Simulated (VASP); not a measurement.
Fe:

```
Fe
1.0
     2.86650    0.00000    0.00000
     0.00000    2.86650    0.00000
     0.00000    0.00000    2.86650
Fe
2
Direct
  0.00000 0.00000 0.00000
  0.50000 0.50000 0.50000
```

| Quantity | Value |
| --- | --- |
| Program | VASP 6.6.1 |
| Task | relaxation of cell and atoms |
| Functional | RPBE |
| Potentials or basis | VASP PAW PBE potentials, release 64 (Fe) |
| Cutoff | 600 eV |
| k mesh | 11 × 11 × 11 |
| Occupations | fermi-dirac, width 0.05 eV |
| Spin | collinear spin, antiferromagnetic start |
| Starting moments | [2.5, -2.5] μB |

At the start: pressure -3.8 GPa; volume 11.78 Å³/atom.

Where does the relaxation end?

Over 3 steps the energy falls by 5.5 meV/atom and the volume is 11.35 Å³/atom (-3.6 %); space group Im-3m (No. 229, to 0.05 Å); moment 0.00 μB per cell.

Step by step:
| step | energy change (eV) | largest force (eV/Å) | pressure (GPa) | volume (Å³) |
| --- | --- | --- | --- | --- |
| 1 | 0.0000 | 0.0000 | -3.82 | 23.55 |
| 2 | -0.0108 | 0.0000 | 0.58 | 22.61 |
| 3 | -0.0110 | 0.0000 | 0.02 | 22.71 |

Final structure:
```
CELL_PARAMETERS angstrom
2.83174 0.00000 0.00000
0.00000 2.83174 0.00000
0.00000 0.00000 2.83174
ATOMIC_POSITIONS crystal
Fe 0.00000 0.00000 0.00000
Fe 0.50000 0.50000 0.50000
```

Caveat: the PAW data sets were made with another functional, which shifts forces and pressure a little.
